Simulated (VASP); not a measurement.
Runs of VASP 6.6.1 on Co. The structure is that of space group P6_3/mmc (No. 194), or close to it. The cells are those of the table. 

| cell | k mesh | gap on the mesh (eV) | pressure (GPa) | moment (μB) |
| --- | --- | --- | --- | --- |
| a = 2.487, b = 2.487, c = 8.060 Å, angles 90.0, 90.0, 120.0°, 4 atoms | 16 × 16 × 5 | none | (c) | (a) |
| a = 2.422, b = 2.422, c = 7.848 Å, angles 90.0, 90.0, 120.0°, 4 atoms | 16 × 16 × 5 | none | 10.3 | 6.23 |
| a = 2.455, b = 2.455, c = 7.955 Å, angles 90.0, 90.0, 120.0°, 4 atoms | 16 × 16 × 5 | none | -0.6 | (b) |
| a = 2.455, b = 2.455, c = 7.955 Å, angles 90.0, 90.0, 120.0°, 4 atoms | 19 × 19 × 6 | none | -0.4 | 6.38 |

Alike in all rows: task single point; level PBEsol; potentials or basis VASP PAW PBE potentials, release 64 (Co); spin collinear, ferromagnetic start; cutoff (eV) 520; smearing fermi-dirac 0.05 eV.

Question: Estimate the missing entries.

Answer: (a) 6.42; (b) 6.33; (c) -9.3.

Caveats: the PAW data sets were made with another functional, which shifts forces and pressure a little; the cell stands under tension (at least some runs); the cell stands under pressure (at least some runs).

A gap of «none» marks levels without a gap at the run's occupations.
